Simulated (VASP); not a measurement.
# PbO2 in VASP: notebook, part 3 of 3

VASP 6.6.1.

### 6 Single point, PBEsol (uniaxial strain along a: -3.0 %)

Contents of INCAR:

```
SYSTEM = PbO2
PREC = Accurate
ENCUT = 520
EDIFF = 1E-6
ISMEAR = 0
SIGMA = 0.1
LREAL = .False.
LASPH = .True.
NELM = 80
ALGO = Normal
ISIF = 2
LWAVE = .False.
LCHARG = .False.
GGA = PS
NBANDS = 35
```

Contents of KPOINTS:

```
Automatic mesh
0
Gamma
  8 8 10
  0 0 0
```

Contents of POSCAR:

```
PbO2
1.0
    4.8473428794      0.0000000000      0.0000000000
    0.0000000000      5.0347401557      0.0000000000
    0.0000000000      0.0000000000      3.4371436148
Pb O
2 4
Direct
    0.0000000000      0.0000000000      0.0000000000
    0.5000000000      0.5000000000      0.5000000000
    0.2902238795      0.3243990437      0.0000000000
    0.2097761205      0.8243990437      0.5000000000
    0.7097761205      0.6756009563      0.0000000000
    0.7902238795      0.1756009563      0.5000000000
```

Potentials or basis: VASP PAW PBE potentials, release 64 (Pb_d, O).

Started as:

```
$ cat potpaw_PBE.64/Pb_d/POTCAR potpaw_PBE.64/O/POTCAR > POTCAR
$ mpirun -np 1 vasp_std > vasp.out
```

OUTCAR:

```text
SYSTEM = PbO2
   PREC = Accurate
   ENCUT = 520
   EDIFF = 1E-6
   ISMEAR = 0
   LREAL = .False.
   LASPH = .True.
   NELM = 80
   ISIF = 2
   GGA = PS

 ion  position               nearest neighbor table
   1  0.000  0.000  0.000-   3 2.16   5 2.16   4 2.18   6 2.18   4 2.18   6 2.18   2 3.89   2 3.89
                             2 3.89   2 3.89   2 3.89   2 3.89   2 3.89   2 3.89
   2  0.500  0.500  0.500-   4 2.16   6 2.16   5 2.18   3 2.18   3 2.18   5 2.18   1 3.89   1 3.89
                             1 3.89   1 3.89   1 3.89   1 3.89   1 3.89   1 3.89
   3  0.290  0.324  0.000-   1 2.16   2 2.18   2 2.18
   4  0.210  0.824  0.500-   2 2.16   1 2.18   1 2.18
   5  0.710  0.676  0.000-   1 2.16   2 2.18   2 2.18
   6  0.790  0.176  0.500-   2 2.16   1 2.18   1 2.18

  LATTYP: Found a simple orthorhombic cell.
 ALAT       =     3.4371436148
 B/A-ratio  =     1.4102823224
 C/A-ratio  =     1.4648035462

  Lattice vectors:

 A1 = (   0.0000000000,   0.0000000000,   3.4371436148)
 A2 = (   4.8473428794,   0.0000000000,   0.0000000000)
 A3 = (   0.0000000000,   5.0347401557,   0.0000000000)

Analysis of symmetry for initial positions (statically):
=====================================================================
 Subroutine PRICEL returns:
 Original cell was already a primitive cell.

 Routine SETGRP: Setting up the symmetry group for a
 simple orthorhombic supercell.

 Subroutine GETGRP returns: Found  8 space group operations
 (whereof  4 operations were pure point group operations)
 out of a pool of  8 trial point group operations.

The static configuration has the point symmetry C_2h.
 The point group associated with its full space group is D_2h.

Analysis of symmetry for dynamics (positions and initial velocities):
=====================================================================
 Subroutine PRICEL returns:
 Original cell was already a primitive cell.

 Routine SETGRP: Setting up the symmetry group for a
 simple orthorhombic supercell.

 Subroutine GETGRP returns: Found  8 space group operations
 (whereof  4 operations were pure point group operations)
 out of a pool of  8 trial point group operations.

The dynamic configuration has the point symmetry C_2h.
 The point group associated with its full space group is D_2h.

 Subroutine INISYM returns: Found  8 space group operations
 (whereof  4 operations are pure point group operations),
 and found     1 'primitive' translations

----------------------------------------------------------------------------------------

                                     Primitive cell

  volume of cell :      83.8839

  direct lattice vectors                    reciprocal lattice vectors
     4.847342879  0.000000000  0.000000000     0.206298590  0.000000000  0.000000000
     0.000000000  5.034740156  0.000000000     0.000000000  0.198619982  0.000000000
     0.000000000  0.000000000  3.437143615     0.000000000  0.000000000  0.290939254

  length of vectors
     4.847342879  5.034740156  3.437143615     0.206298590  0.198619982  0.290939254

  position of ions in fractional coordinates (direct lattice)
     0.000000000  0.000000000  0.000000000
     0.500000000  0.500000000  0.500000000
     0.290223879  0.324399044  0.000000000
     0.209776121  0.824399044  0.500000000
[... 31 lines left out ...]
     0.000000000  0.000000000  0.000000000

 Subroutine IBZKPT returns following result:
 ===========================================

 Found    150 irreducible k-points:

 Following reciprocal coordinates:
            Coordinates               Weight
  0.000000  0.000000  0.000000      1.000000
  0.125000  0.000000  0.000000      2.000000
  0.250000  0.000000  0.000000      2.000000
  0.375000  0.000000  0.000000      2.000000
  0.500000  0.000000  0.000000      1.000000
  0.000000  0.125000  0.000000      2.000000
[... 16 lines left out ...]
  0.250000  0.500000  0.000000      2.000000
  0.375000  0.500000  0.000000      2.000000
 [... further k-points ...]
   k-points           NKPTS =    150   k-points in BZ     NKDIM =    150   number of bands    NBANDS=     35
   number of dos      NEDOS =    301   number of ions     NIONS =      6
   total plane-waves  NPLWV =  40320
   dimension x,y,z NGX =    36 NGY =   40 NGZ =   28
   dimension x,y,z NGXF=    72 NGYF=   80 NGZF=   56
   ions per type =               2   4
   NGX,Y,Z   is equivalent  to a cutoff of  12.35, 13.21, 13.54 a.u.
   NGXF,Y,Z  is equivalent  to a cutoff of  24.69, 26.42, 27.09 a.u.
 SYSTEM =  PbO2
   PREC   = accura    normal or accurate (medium, high low for compatibility)
   ISTART =      0    job   : 0-new  1-cont  2-samecut
   ICHARG =      2    charge: 1-file 2-atom 10-const
   ISPIN  =      1    spin polarized calculation?
   LNONCOLLINEAR =      F non collinear calculations
   LSORBIT =      F    spin-orbit coupling
   LASPH  =      T    aspherical Exc in radial PAW
   ENCUT  =  520.0 eV  38.22 Ry    6.18 a.u.   9.01  9.36  6.39*2*pi/ulx,y,z
   NELM   =     80;   NELMIN=  2; NELMDL= -5     # of ELM steps
   EDIFF  = 0.1E-05   stopping-criterion for ELM
   LREAL  =      F    real-space projection
   EDIFFG = 0.1E-04   stopping-criterion for IOM
   NSW    =      0    number of steps for IOM
   IBRION =     -1    ionic relax: 0-MD 1-quasi-New 2-CG
   NFREE  =      0    steps in history (QN), initial steepest desc. (CG)
   ISIF   =      2    stress and relaxation
   ISYM   =      2    0-nonsym 1-usesym 2-fastsym
   POTIM  = 0.5000    time-step for ionic-motion
   TEBEG  =    0.0;   TEEND  =   0.0 temperature during run
   PSTRESS=    0.0 pullay stress
   NELECT =      52.0000    total number of electrons
   NUPDOWN=      -1.0000    fix difference up-down
   EMIN   =  10.00;   EMAX   =-10.00  energy-range for DOS
   EFERMI =   0.00;   METHOD = LEGACY
   ISMEAR =     0;   SIGMA  =   0.10  broadening in eV -4-tet -1-fermi 0-gaus
   EFERMI_NEDOS =   21; number of points for ismear=-14 and -15
   IALGO  =     38    algorithm
   IMIX   =      4    mixing-type and parameters
     AMIX     =   0.40;   BMIX     =  1.00
     AMIX_MAG =   1.60;   BMIX_MAG =  1.00
  volume/ion in A,a.u.               =      13.98        94.35
  Fermi-wavevector in a.u.,A,eV,Ry     =   1.395885  2.637841 26.510901  1.948496
  Thomas-Fermi vector in A             =   2.519294
   LORBIT       =      0    0 simple, 1 ext, 2 COOP (PROOUT), +10 PAW based schemes
   GGA     = PS    functional components
   LHFCALC =     F    Hartree Fock is set to
   AEXX    =    0.0000 exact exchange contribution
   IVDW    =     0    specifies the selected vdW correction
   LEPSILON=     F    determine dielectric tensor
   LRPA    =     F    only Hartree local field effects (RPA)
 non-spin polarized calculation
 Gauss-broadening in eV      SIGMA  =   0.10
  energy-cutoff  :      520.00
  volume of cell :       83.88
 maximum number of plane-waves:      2284
   NGX = 19   NGY = 19   NGZ = 13

 number of electron      51.9999989 magnetization

 Free energy of the ion-electron system (eV)
  ---------------------------------------------------
  ext. energy  EPLUGINS =         0.00000000
  ---------------------------------------------------
  free energy    TOTEN  =       -34.05268696 eV

  energy without entropy =      -34.05206655  energy(sigma->0) =      -34.05237675

 E-fermi :   4.2226     XC(G=0): -10.9667

 val. band max:        4.1118204062   @ k =   0.1250   0.0000   0.1000
 cond. band min:       4.2905590282   @ k =   0.0000   0.0000   0.0000
 fundamental gap:      0.1787386219
 Fermi energy:         4.2225520201

 k-point     1 :       0.0000    0.0000    0.0000
  band No.  band energies     occupation
      1     -14.0427      2.00000
      2     -13.9079      2.00000
      3     -12.2077      2.00000
      4     -12.1910      2.00000
      5     -11.2769      2.00000
      6     -11.0696      2.00000
[... 901 lines left out ...]
     34      15.6960      0.00000
     35      16.1184      0.00000

 [... further k-points ...]
[... 5 lines left out ...]
  --------------------------------------------------------------------------------------
  -------------------------------------------------------------------------------------
  Total        1.2978255      0.7316451      0.3038033      0.0000000      0.0000000      0.0000000
  in kB       24.7883955     13.9743798      5.8026256      0.0000000      0.0000000      0.0000000
  external PRESSURE =      14.8551336 kB  Pullay stress =       0.0000000 kB

 VOLUME and BASIS-vectors are now :
 -----------------------------------------------------------------------------
  energy-cutoff  :      520.00
  volume of cell :       83.88
      direct lattice vectors                 reciprocal lattice vectors
     4.847342879  0.000000000  0.000000000     0.206298590  0.000000000  0.000000000
     0.000000000  5.034740156  0.000000000     0.000000000  0.198619982  0.000000000
     0.000000000  0.000000000  3.437143615     0.000000000  0.000000000  0.290939254

 POSITION                                       TOTAL-FORCE (eV/Angst)
 -----------------------------------------------------------------------------------
      0.00000      0.00000      0.00000         0.000000     -0.000000      0.000000
      2.42367      2.51737      1.71857         0.000000     -0.000000      0.000000
      1.40681      1.63326      0.00000        -0.024436     -0.011647     -0.000000
      1.01686      4.15063      1.71857         0.024436     -0.011647      0.000000
      3.44053      3.40148      0.00000         0.024436      0.011647      0.000000
      3.83049      0.88411      1.71857        -0.024436      0.011647     -0.000000
 -----------------------------------------------------------------------------------
    total drift:                                0.000000      0.000000      0.000000

  FREE ENERGIE OF THE ION-ELECTRON SYSTEM (eV)
  ---------------------------------------------------
  free  energy   TOTEN  =       -34.0526869590 eV

  energy  without entropy=      -34.0520665492  energy(sigma->0) =      -34.05237675
```

It took 2.8 min on 1 thread of Intel Xeon 6975P-C (Granite Rapids), shared host; peak memory 0.43 GiB.

What came out:

| Property | Result |
| --- | --- |
| Free energy | -34.0527 eV |
| Pressure | 1.5 GPa |
| Largest force | 0.027 eV/Å |
| Band gap on the k mesh | 0.18 eV, indirect (least direct gap 0.31 eV) |

Forces on the atoms (eV/Å):
```
Pb   0.000  0.000  0.000
Pb   0.000  0.000  0.000
O   -0.024 -0.012  0.000
O    0.024 -0.012  0.000
O    0.024  0.012  0.000
O   -0.024  0.012  0.000
```

Stress tensor (GPa, compression positive):
```
2.48 0.00 0.00
0.00 1.40 0.00
0.00 0.00 0.58
```

Caveat: the cell differs from its parent crystal (uniaxial strain along a: -3.0 %); the PAW data sets were made with another functional, which shifts forces and pressure a little; spin-orbit coupling is left out, which moves the levels of the heavy elements.

### 7 Overview

| task | cell | cutoff (eV) | gap on the mesh (eV) | pressure (GPa) | largest force (eV/Å) |
| --- | --- | --- | --- | --- | --- |
| relaxation of cell and atoms | relaxed to 3 GPa from a = 4.951, b = 4.951, c = 3.380 Å, 6 atoms | 600 | - | 3.0 | - |
| relaxation of cell and atoms | relaxed from a = 4.997, b = 4.997, c = 3.412 Å, 6 atoms | 600 | - | 0.0 | - |
| single point | a = 4.922, b = 5.047, c = 3.413 Å, 6 atoms | 520 | 0.17 | 0.4 | 0.01 |
| single point | a = 4.847, b = 5.035, c = 3.437 Å, 6 atoms | 520 | 0.18 | 1.5 | 0.03 |

Alike in all rows: level PBEsol; potentials or basis VASP PAW PBE potentials, release 64 (Pb_d, O); no spin polarisation; k mesh 8 × 8 × 10; smearing gaussian 0.1 eV.

Caveats: the PAW data sets were made with another functional, which shifts forces and pressure a little; spin-orbit coupling is left out, which moves the levels of the heavy elements; the cell is relaxed towards a set pressure, so the enthalpy falls and the energy may rise (some runs).

Total energies depend on the potentials used, so only differences within one code and one set of settings carry meaning.
